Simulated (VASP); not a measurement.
Set up this calculation in VASP 6.6.1, as the native input.

```yaml
Task: electric field gradients
Functional: PBE
Potentials_or_basis: VASP PAW PBE potentials, release 64 (Zr_sv, C)
Cutoff: 520 eV
k_mesh: 15 × 15 × 15
Occupations: fermi-dirac, width 0.05 eV
Spin: no spin polarisation
Dipole_correction: no
Further_INCAR_settings: ALGO = Normal; EDIFF = 1e-08; NBANDS = 15
```

The structure of ZrC lies in POSCAR:

```
ZrC
1.0
    0.0000000000      2.3423497072      2.3423497072
    2.3423497072      0.0000000000      2.3423497072
    2.3423497072      2.3423497072      0.0000000000
Zr C
1 1
Direct
    0.5000000000      0.5000000000      0.5000000000
    0.0000000000      0.0000000000      0.0000000000
```

This cell differs from its parent crystal: volume scaled by 0.99.

The input as run:

INCAR

```
PREC = Accurate
ENCUT = 520
EDIFF = 1E-8
ISMEAR = -1
SIGMA = 0.05
LREAL = F
LASPH = T
NELM = 100
ALGO = Normal
ISIF = 2
LWAVE = F
LCHARG = F
GGA = PE
LEFG = T
NBANDS = 15
```

KPOINTS

```
Automatic mesh
0
Gamma
  15 15 15
```

Potentials or basis: VASP PAW PBE potentials, release 64 (Zr_sv, C).

The run is started by

```bash
$ cat potpaw_PBE.64/Zr_sv/POTCAR potpaw_PBE.64/C/POTCAR > POTCAR
$ mpirun -np 1 vasp_std > vasp.out
```

Results of the run:

- Pressure: 3.8 GPa
- Band gap on the k mesh: zero (band 8 reaches 10.67 eV, above the bottom of band 9 at 9.36 eV)

Caveat: without QUAD_EFG the Cq values of the log hold for a quadrupole moment of 1 mb, not for the nuclei.

It took 27 s on 1 thread of Intel(R) Xeon(R) 6975P-C (Granite Rapids), with other jobs on the host, peak memory 0.19 GiB.
